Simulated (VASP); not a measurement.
# WC in VASP: further runs

Runs on WC. Level: PBE. Tasks: single point.

Everything below comes from runs of VASP 6.6.1. Logs are shortened: lines on timing, memory, paths and dates and some standing lists are left out, and cuts for length are marked.

### Step 1. The cell of the first run

Symmetry: F-43m, No. 216, cubic system. The conventional cell has a = 4.698 Å, b = 4.698 Å, c = 4.698 Å, α = 90.00°, β = 90.00°, γ = 90.00°. W (site symmetry -43m) has 4 C at 2.03 Å within 2.7 Å. C (site symmetry -43m) has 4 W at 2.03 Å within 2.7 Å.

### Step 2. Single point, PBE

INCAR

```
SYSTEM = WC
PREC = Accurate
ENCUT = 520
EDIFF = 1E-6
ISMEAR = 0
SIGMA = 0.2
LREAL = .False.
LASPH = .True.
NELM = 60
ALGO = Normal
ISIF = 2
LWAVE = .False.
LCHARG = .False.
GGA = PE
NBANDS = 26
```

KPOINTS

```
regular mesh
0
Gamma
  8 8 8
  0 0 0
```

POSCAR

```
WC
1.0
    0.0000000000      2.3491787896      2.3491787896
    2.3491787896      2.3491787896      0.0000000000
   -2.3491787896      4.6983575791     -2.3491787896
W C
2 2
Direct
    0.0000000000      0.0000000000      1.0000000000
    0.5000000000      0.5000000000      0.5000000000
    0.3750000000      0.3750000000      0.8750000000
    0.8750000000      0.8750000000      0.3750000000
```

Potentials or basis: VASP PAW PBE potentials, release 64 (W_sv, C).

Command:

```console
> cat potpaw_PBE.64/W_sv/POTCAR potpaw_PBE.64/C/POTCAR > POTCAR
> mpirun -np 1 vasp_std > vasp.out
```

OUTCAR:

```text
SYSTEM = WC
   PREC = Accurate
   ENCUT = 520
   EDIFF = 1E-6
   ISMEAR = 0
   LREAL = .False.
   LASPH = .True.
   NELM = 60
   ISIF = 2
   GGA = PE

 ion  position               nearest neighbor table
   1  0.000  0.000  0.000-   4 2.03   3 2.03   3 2.03   3 2.03   2 3.32   2 3.32   2 3.32   2 3.32
                             2 3.32   2 3.32
   2  0.500  0.500  0.500-   3 2.03   4 2.03   4 2.03   4 2.03   1 3.32   1 3.32   1 3.32   1 3.32
                             1 3.32   1 3.32
   3  0.375  0.375  0.875-   2 2.03   1 2.03   1 2.03   1 2.03
   4  0.875  0.875  0.375-   1 2.03   2 2.03   2 2.03   2 2.03

  LATTYP: Found a trigonal (rhomboedric) cell.
 ALAT       =     5.7542893490
 COS(alpha) =     0.8333333333

  Lattice vectors:

 A1 = (  -2.3491787896,   2.3491787895,  -4.6983575792)
 A2 = (  -4.6983575792,   2.3491787895,  -2.3491787896)
 A3 = (  -2.3491787896,   4.6983575791,  -2.3491787896)

Analysis of symmetry for initial positions (statically):
=====================================================================
 Subroutine PRICEL returns following result:

  LATTYP: Found a face centered cubic cell.
 ALAT       =     4.6983575792

  Lattice vectors:

 A1 = (   0.0000000000,  -2.3491787896,   2.3491787896)
 A2 = (  -2.3491787896,  -0.0000000000,   2.3491787896)
 A3 = (  -2.3491787896,  -2.3491787896,   0.0000000000)

   2 primitive cells build up your supercell.

 Routine SETGRP: Setting up the symmetry group for a
 trigonal (rhombohedral) supercell.

 Subroutine GETGRP returns: Found  6 space group operations
 (whereof  6 operations were pure point group operations)
 out of a pool of 12 trial point group operations.

The static configuration has the point symmetry C_3v.

Analysis of symmetry for dynamics (positions and initial velocities):
=====================================================================
 Subroutine PRICEL returns following result:

  LATTYP: Found a face centered cubic cell.
 ALAT       =     4.6983575792

  Lattice vectors:

 A1 = (   0.0000000000,  -2.3491787896,   2.3491787896)
 A2 = (  -2.3491787896,  -0.0000000000,   2.3491787896)
 A3 = (  -2.3491787896,  -2.3491787896,   0.0000000000)

   2 primitive cells build up your supercell.

 Routine SETGRP: Setting up the symmetry group for a
 trigonal (rhombohedral) supercell.

 Subroutine GETGRP returns: Found  6 space group operations
 (whereof  6 operations were pure point group operations)
 out of a pool of 12 trial point group operations.

The dynamic configuration has the point symmetry C_3v.

 Subroutine INISYM returns: Found  6 space group operations
 (whereof  6 operations are pure point group operations),
 and found     2 'primitive' translations

----------------------------------------------------------------------------------------

                                     Primitive cell

  volume of cell :      25.9285

  direct lattice vectors                    reciprocal lattice vectors
     0.000000000 -2.349178790  2.349178790     0.212840335 -0.212840335  0.212840335
    -2.349178790 -0.000000000  2.349178790    -0.212840335  0.212840335  0.212840335
    -2.349178790 -2.349178790  0.000000000    -0.212840335 -0.212840335 -0.212840335

  length of vectors
     3.322240505  3.322240505  3.322240505     0.368650274  0.368650274  0.368650274

  position of ions in fractional coordinates (direct lattice)
     0.000000000  0.000000000  0.000000000
     0.250000000  0.250000000  0.250000000

  ion indices of the primitive-cell ions
   primitive index   ion index
                 1           1
                 2           4

----------------------------------------------------------------------------------------

 KPOINTS: regular mesh

Automatic generation of k-mesh.
 Grid dimensions read from file:
 generate k-points for:    8    8    8

 Generating k-lattice:

  Cartesian coordinates                     Fractional coordinates (reciprocal lattice)
    -0.013302521  0.013302521  0.039907563     0.125000000  0.000000000  0.000000000
     0.039907563  0.013302521 -0.013302521     0.000000000  0.125000000  0.000000000
    -0.013302521  0.013302521 -0.013302521     0.000000000  0.000000000  0.125000000

  Length of vectors
     0.044119471  0.044119471  0.023040642

  Shift w.r.t. Gamma in fractional coordinates (k-lattice)
     0.000000000  0.000000000  0.000000000

 Subroutine IBZKPT returns following result:
 ===========================================

 Found     65 irreducible k-points:

 Following reciprocal coordinates:
            Coordinates               Weight
  0.000000  0.000000  0.000000      1.000000
  0.125000  0.000000  0.000000      6.000000
  0.250000  0.000000  0.000000      6.000000
  0.375000  0.000000  0.000000      6.000000
  0.500000  0.000000  0.000000      3.000000
  0.125000  0.125000 -0.000000      6.000000
[... 16 lines left out ...]
  0.250000  0.000000  0.125000      6.000000
  0.375000  0.000000  0.125000      6.000000
 [... further k-points ...]
   k-points           NKPTS =     65   k-points in BZ     NKDIM =     65   number of bands    NBANDS=     26
   number of dos      NEDOS =    301   number of ions     NIONS =      4
   total plane-waves  NPLWV =  37632
   dimension x,y,z NGX =    28 NGY =   28 NGZ =   48
   dimension x,y,z NGXF=    56 NGYF=   56 NGZF=   96
   ions per type =               2   2
   NGX,Y,Z   is equivalent  to a cutoff of  14.01, 14.01, 13.87 a.u.
   NGXF,Y,Z  is equivalent  to a cutoff of  28.02, 28.02, 27.74 a.u.
 SYSTEM =  WC
   PREC   = accura    normal or accurate (medium, high low for compatibility)
   ISTART =      0    job   : 0-new  1-cont  2-samecut
   ICHARG =      2    charge: 1-file 2-atom 10-const
   ISPIN  =      1    spin polarized calculation?
   LNONCOLLINEAR =      F non collinear calculations
   LSORBIT =      F    spin-orbit coupling
   LASPH  =      T    aspherical Exc in radial PAW
   ENCUT  =  520.0 eV  38.22 Ry    6.18 a.u.   6.18  6.18 10.70*2*pi/ulx,y,z
   NELM   =     60;   NELMIN=  2; NELMDL= -5     # of ELM steps
   EDIFF  = 0.1E-05   stopping-criterion for ELM
   LREAL  =      F    real-space projection
   EDIFFG = 0.1E-04   stopping-criterion for IOM
   NSW    =      0    number of steps for IOM
   IBRION =     -1    ionic relax: 0-MD 1-quasi-New 2-CG
   NFREE  =      0    steps in history (QN), initial steepest desc. (CG)
   ISIF   =      2    stress and relaxation
   ISYM   =      2    0-nonsym 1-usesym 2-fastsym
   POTIM  = 0.5000    time-step for ionic-motion
   TEBEG  =    0.0;   TEEND  =   0.0 temperature during run
   PSTRESS=    0.0 pullay stress
   NELECT =      36.0000    total number of electrons
   NUPDOWN=      -1.0000    fix difference up-down
   EMIN   =  10.00;   EMAX   =-10.00  energy-range for DOS
   EFERMI =   0.00;   METHOD = LEGACY
   ISMEAR =     0;   SIGMA  =   0.20  broadening in eV -4-tet -1-fermi 0-gaus
   EFERMI_NEDOS =   21; number of points for ismear=-14 and -15
   IALGO  =     38    algorithm
   IMIX   =      4    mixing-type and parameters
     AMIX     =   0.40;   BMIX     =  1.00
     AMIX_MAG =   1.60;   BMIX_MAG =  1.00
  volume/ion in A,a.u.               =      12.96        87.49
  Fermi-wavevector in a.u.,A,eV,Ry     =   1.449571  2.739293 28.589338  2.101257
  Thomas-Fermi vector in A             =   2.567283
   LORBIT       =      0    0 simple, 1 ext, 2 COOP (PROOUT), +10 PAW based schemes
   GGA     = PE    functional components
   LHFCALC =     F    Hartree Fock is set to
   AEXX    =    0.0000 exact exchange contribution
   IVDW    =     0    specifies the selected vdW correction
   LEPSILON=     F    determine dielectric tensor
   LRPA    =     F    only Hartree local field effects (RPA)
 non-spin polarized calculation
 Gauss-broadening in eV      SIGMA  =   0.20
  energy-cutoff  :      520.00
  volume of cell :       51.86
 maximum number of plane-waves:      1425
 NGX is ok and might be reduce to    28

 number of electron      36.0000001 magnetization

 Free energy of the ion-electron system (eV)
  ---------------------------------------------------
  ext. energy  EPLUGINS =         0.00000000
  ---------------------------------------------------
  free energy    TOTEN  =       -42.21220055 eV

  energy without entropy =      -42.16395871  energy(sigma->0) =      -42.18807963

 E-fermi :   8.8692     XC(G=0): -12.3200

 val. band max:        8.8380966884   @ k =   0.0000   0.0000   0.0000
 cond. band min:       8.8742829297   @ k =  -0.3750  -0.3750   0.2500
 fundamental gap:      0.0361862413
 Fermi energy:         8.8692310188

 k-point     1 :       0.0000    0.0000    0.0000
  band No.  band energies     occupation
      1     -65.8799      2.00000
      2     -65.8658      2.00000
      3     -30.3125      2.00000
      4     -30.0596      2.00000
      5     -30.0596      2.00000
      6     -30.0134      2.00000
[... 18 lines left out ...]
     25      14.7969      0.00000
     26      16.4212      0.00000

 k-point     2 :       0.1250    0.0000    0.0000
  band No.  band energies     occupation
      1     -65.8780      2.00000
      2     -65.8650      2.00000
      3     -30.2976      2.00000
      4     -30.0915      2.00000
      5     -30.0664      2.00000
      6     -30.0503      2.00000
[... 18 lines left out ...]
     25      15.6449      0.00000
     26      16.1084      0.00000

 k-point     3 :       0.2500    0.0000    0.0000
  band No.  band energies     occupation
      1     -65.8731      2.00000
      2     -65.8632      2.00000
      3     -30.2582      2.00000
      4     -30.1654      2.00000
      5     -30.1387      2.00000
      6     -30.0819      2.00000
[... 572 lines left out ...]
 k-point    23 :       0.2500    0.0000    0.1250
  band No.  band energies     occupation
      1     -65.8734      2.00000
      2     -65.8629      2.00000
      3     -30.2675      2.00000
      4     -30.1547      2.00000
      5     -30.1493      2.00000
      6     -30.0901      2.00000
[... 18 lines left out ...]
     25      15.4732      0.00000
     26      16.0069      0.00000

 k-point    24 :       0.3750    0.0000    0.1250
  band No.  band energies     occupation
      1     -65.8682      2.00000
      2     -65.8616      2.00000
      3     -30.2590      2.00000
      4     -30.2400      2.00000
      5     -30.1850      2.00000
      6     -30.1065      2.00000
[... 18 lines left out ...]
     25      14.5075      0.00000
     26      15.6731      0.00000

 [... further k-points ...]

------------------------ aborting loop because EDIFF is reached ----------------------------------------

  FORCE on cell =-STRESS in cart. coord.  units (eV):
  Direction    XX          YY          ZZ          XY          YZ          ZX
  --------------------------------------------------------------------------------------
  -------------------------------------------------------------------------------------
  Total        0.2757442      0.2757442      0.2757442     -0.0706015     -0.0706015      0.0706015
  in kB        8.5193961      8.5193961      8.5193961     -2.1813053     -2.1813053      2.1813053
  external PRESSURE =       8.5193961 kB  Pullay stress =       0.0000000 kB

 VOLUME and BASIS-vectors are now :
 -----------------------------------------------------------------------------
  energy-cutoff  :      520.00
  volume of cell :       51.86
      direct lattice vectors                 reciprocal lattice vectors
     0.000000000  2.349178790  2.349178790    -0.106420167  0.106420167  0.319260502
     2.349178790  2.349178790  0.000000000     0.319260502  0.106420167 -0.106420167
    -2.349178790  4.698357579 -2.349178790    -0.106420167  0.106420167 -0.106420167

 POSITION                                       TOTAL-FORCE (eV/Angst)
 -----------------------------------------------------------------------------------
      0.00000      0.00000      0.00000        -0.017158      0.017158     -0.017158
      0.00000      4.69836      0.00000        -0.017158      0.017158     -0.017158
     -1.17459      5.87295     -1.17459         0.017158     -0.017158      0.017158
      1.17459      5.87295      1.17459         0.017158     -0.017158      0.017158
 -----------------------------------------------------------------------------------
    total drift:                               -0.000052      0.000054     -0.000052

  FREE ENERGIE OF THE ION-ELECTRON SYSTEM (eV)
  ---------------------------------------------------
  free  energy   TOTEN  =       -42.2122005478 eV

  energy  without entropy=      -42.1639587093  energy(sigma->0) =      -42.18807963
```

It took 2.2 min on 1 thread of Intel Xeon 8259CL, shared host; peak memory 0.23 GiB.

The run converged, but its numbers aren't listed here, since they failed a check.

Caveat: the result breaks the symmetry of the cell; spin-orbit coupling is left out, which moves the levels of the heavy elements.

### Step 3. Single point, PBE

INCAR

```
SYSTEM = WC
ALGO = Normal ; EDIFF = 1E-7
ENCUT = 520 ; GGA = PE
ISIF = 2 ; ISMEAR = 0
LASPH = .TRUE. ; LCHARG = .TRUE.
LELF = .TRUE. ; LREAL = .FALSE.
LVHAR = .TRUE. ; LWAVE = .FALSE.
NBANDS = 26 ; NELM = 80
PREC = Accurate ; SIGMA = 0.2
```

KPOINTS

```
k-points
0
G
  8 8 8
  0 0 0
```

POSCAR

```
WC
1.0
   -0.0026149834      2.3340216200      2.3330867819
    2.3332048211      2.3319001066     -0.0005220111
   -2.3984200723      4.7301099861     -2.3937071922
W C
2 2
Direct
   -0.0011904938     -0.0007793199      1.0025624548
    0.4988680745      0.4992350108      0.5025654993
    0.3761380824      0.3757614869      0.8724339127
    0.8761843370      0.8757828221      0.3724381331
```

Potentials or basis: VASP PAW PBE potentials, release 64 (W_sv, C).

Command:

```console
> cat potpaw_PBE.64/W_sv/POTCAR potpaw_PBE.64/C/POTCAR > POTCAR
> mpirun -np 1 vasp_std > vasp.out
```

Run time: 9.4 min. Hardware: 1 thread of Intel Xeon 8259CL, shared host; peak memory 0.41 GiB.

Results (log left out):

| Quantity | Value |
| --- | --- |
| Free energy | -42.2147 eV |
| Pressure | 0.8 GPa |
| Largest force | 0.004 eV/Å |
| Band gap on the k mesh | zero (bands 18 and 19 overlap by 1.06 eV) |

Forces on the atoms (eV/Å):
```
W   -0.001  0.003 -0.002
W    0.000  0.001 -0.003
C    0.000 -0.002  0.002
C    0.000 -0.002  0.003
```

Levels at points of the mesh, in eV from the Fermi level:
| k point | band 16 | band 17 | band 18 | band 19 | band 20 | band 21 |
| --- | --- | --- | --- | --- | --- | --- |
| (0.00, 0.00, 0.00) | -4.82 | -0.03 | -0.02 | 0.78 | 0.80 | 1.07 |
| (0.50, 0.00, 0.00) | -3.94 | -1.10 | -1.10 | 1.07 | 1.07 | 1.36 |
| (0.00, 0.50, 0.00) | -3.95 | -1.09 | -1.09 | 1.07 | 1.07 | 1.36 |
| (0.50, 0.50, 0.00) | -2.64 | -2.08 | 0.68 | 0.97 | 1.27 | 1.55 |
| (0.00, 0.00, 0.50) | -5.08 | -0.20 | -0.20 | -0.19 | -0.19 | 3.88 |
| (0.50, 0.00, 0.50) | -2.64 | -2.09 | 0.66 | 0.97 | 1.26 | 1.55 |
| (0.00, 0.50, 0.50) | -2.64 | -2.09 | 0.68 | 0.97 | 1.27 | 1.55 |
| (0.50, 0.50, 0.50) | -3.95 | -1.09 | -1.09 | 1.07 | 1.07 | 1.37 |

Caveat: spin-orbit coupling is left out, which moves the levels of the heavy elements.

### Step 4. Single point, PBE

This run uses another cell than the first one: it holds 2 atoms, not 4.

INCAR

```
  PREC = Accurate
  ENCUT = 520
  EDIFF = 1E-7
  ISMEAR = 0
  SIGMA = 0.1
  LREAL = F
  LASPH = T
  NELM = 100
  ALGO = Normal
  ISIF = 2
  LWAVE = F
  LCHARG = F
  GGA = PE
  NBANDS = 16
```

KPOINTS

```
Automatic mesh
0
Gamma
  20 20 20
```

POSCAR

```
WC
1.0
    0.0000000000      2.3491787896      2.3491787896
    2.3491787896      0.0000000000      2.3491787896
    2.3491787896      2.3491787896      0.0000000000
W C
1 1
Direct
    0.0000000000      0.0000000000      0.0000000000
    0.2500000000      0.2500000000      0.2500000000
```

Command:

```console
> cat potpaw_PBE.64/W_sv/POTCAR potpaw_PBE.64/C/POTCAR > POTCAR
> mpirun -np 1 vasp_std > vasp.out
```

It took 61 s on 1 thread of Intel Xeon Platinum 8488C (Sapphire Rapids), shared host; peak memory 0.24 GiB.

It converged, with:

```yaml
Free_energy: -21.0957 eV
Pressure: 0.7 GPa
Band_gap_on_the_k_mesh: zero (bands 9 and 10 overlap by 1.13 eV)
```

Levels at points of the mesh, in eV from the Fermi level:
```
           k point  band 7  band 8  band 9  band 10  band 11  band 12
(0.00, 0.00, 0.00)   -5.63   -5.63   -0.04    -0.04     2.67     7.55
(0.50, 0.00, 0.00)   -4.92   -4.92    0.81     0.81     1.17     5.02
(0.50, 0.50, 0.00)   -2.69   -2.69   -2.12     1.53     1.80     2.75
```

Caveat: spin-orbit coupling is left out, which moves the levels of the heavy elements.
